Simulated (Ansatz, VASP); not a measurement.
One calculation of As, two programs

File INCAR:

```
ALGO = Normal ; EDIFF = 1E-6
EDIFFG = -0.01 ; ENCUT = 600
GGA = PE ; IBRION = 2
ISIF = 3 ; ISMEAR = 0
LASPH = T ; LCHARG = F
LREAL = F ; LWAVE = F
NELM = 60 ; NSW = 100
PREC = Accurate ; SIGMA = 0.1
```

The input KPOINTS:

```
k-points
0
Gamma
  20 20 20
```

The input POSCAR:

```
As
1.0
    2.7086615381      0.0000000000      0.0000000000
    0.0000000000      2.7086615381      0.0000000000
    0.0000000000      0.0000000000      2.8276492593
As
1
Direct
    0.5000000000      0.5000000000      0.5000000000
```

Input for Ansatz:

```yaml
crystal:
  lattice:
    - [2.7086615381, 0.0, 0.0]
    - [0.0, 2.7086615381, 0.0]
    - [0.0, 0.0, 2.8276492593]
  atoms:
    - { symbol: As, position: [0.5, 0.5, 0.5] }
basis:
  ecutwfc: 420
kpoints:
  mp_grid: { grid: [20, 20, 20] }
hamiltonian:
  xc: pbe
scf:
  occupations: { method: gaussian, width: 0.1 }
output:
  forces: true
  stress: true
  eigenvalues: true
  write_density: true
  write_potential: true
  elf: true
  volumetric_format: npy
relax:
  adjacent_minimum: "off"
  f_tol: 0.01
  max_steps: 80
  cell: { stress_tol: 0.05 }
```

Alike in both runs: task relaxation of cell and atoms; functional PBE; k mesh 20 × 20 × 20; occupations gaussian, width 0.1 eV; no spin polarisation.

|  | VASP | Ansatz |
| --- | --- | --- |
| version | VASP 6.6.1 | Ansatz 0.2.0 |
| potentials or method | VASP PAW PBE potentials, release 64 (As), cutoff 600 eV | scalar-relativistic, plane waves, PAW |
| valence electrons in the cell | 5 | 15 |

VASP gave:

* gap on the k mesh at the Fermi level, each at its own relaxed structure (eV): none
* relaxed volume (Å³/atom): 20.39
* relaxed cell length with the largest relative difference (Å): 2.732

Problem. Which values does Ansatz return?

Solution. gap on the k mesh at the Fermi level, each at its own relaxed structure (eV): none; relaxed volume (Å³/atom): 20.36; relaxed cell length with the largest relative difference (Å): 2.731.

A gap of «none» marks a metal or a gap that the smearing closes. VASP's potentials hold 5 valence electrons a cell and Ansatz's 15, so a difference there can come from the potentials and not from the codes.
